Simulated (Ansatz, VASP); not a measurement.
# One calculation of Ta2N, two programs

```xyz
3
Lattice="3.1538 0.0000 0.0000 -1.5769 2.7313 0.0000 0.0000 0.0000 4.9339" Properties=species:S:1:pos:R:3 pbc="T T T"
Ta    0.0000    1.8209    1.2567
Ta    1.5769    0.9104    3.6772
N     0.0000    0.0000    0.0000
```

Change from the starting cell: volume scaled by 1.04.

Alike in both runs: task single point; functional b88 exchange, pbe correlation; k mesh 10 × 10 × 6; occupations fermi-dirac, width 0.01 eV; non-collinear spin, spin-orbit coupling.

|  | VASP | Ansatz |
| --- | --- | --- |
| version | VASP 6.6.1 | Ansatz 0.2.0 |
| potentials or method | VASP PAW PBE potentials, release 64 (Ta_pv, N) | Ansatz PAW |
| plane-wave cutoff (eV) | 600 | 420 |
| valence electrons in the cell | 27 | 31 |

```tsv
	VASP	Ansatz	Ansatz less VASP
pressure (GPa)	-10.8	-11.7	-0.88
traceless stress, the component that is largest in VASP (GPa)	0.52	0.73	+0.206
rms of the force components (eV/Å)	0.069	0.092	+0.0230
net moment per atom (μB)	0.00	0.00	0.000
```

VASP's potentials were made for PBE, not for b88 exchange, pbe correlation. Atom by atom the forces differ by 0.023 eV/Å (rms over components). VASP's potentials hold 27 valence electrons a cell and Ansatz's 31, so a difference there can come from the potentials and not from the codes.
